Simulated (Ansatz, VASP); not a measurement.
## WSe2 in VASP and in Ansatz

```xyz
3
Lattice="3.2781 0.0000 0.0000 -1.6391 2.8390 0.0000 0.0000 0.0000 7.0624" Properties=species:S:1:pos:R:3 pbc="T T T"
W     0.0000    0.0000    0.0000
Se    0.0000    1.8926    1.6860
Se    0.0000    1.8926    5.3765
```

Alike in both runs: task relaxation of cell and atoms; functional PBE; dispersion D3(BJ); k mesh 9 × 9 × 4; occupations gaussian, width 0.02 eV; no spin polarisation.

|  | VASP | Ansatz |
| --- | --- | --- |
| version | VASP 6.6.1 | Ansatz 0.2.0 |
| potentials or method | VASP PAW PBE potentials, release 64 (W_sv, Se), cutoff 600 eV | scalar-relativistic, plane waves, PAW |
| valence electrons in the cell | 26 | 46 |

Ansatz gave:

- gap on the k mesh at the Fermi level, each at its own relaxed structure (eV): 1.34
- relaxed volume (Å³/atom): 21.74
- relaxed cell length with the largest relative difference (Å): 3.279

Question: Which values does VASP return?

Answer: gap on the k mesh at the Fermi level, each at its own relaxed structure (eV): 1.33; relaxed volume (Å³/atom): 21.77; relaxed cell length with the largest relative difference (Å): 3.281.

VASP's potentials hold 26 valence electrons a cell and Ansatz's 46, so a difference there can come from the potentials and not from the codes.

Neither program's run includes spin-orbit coupling.
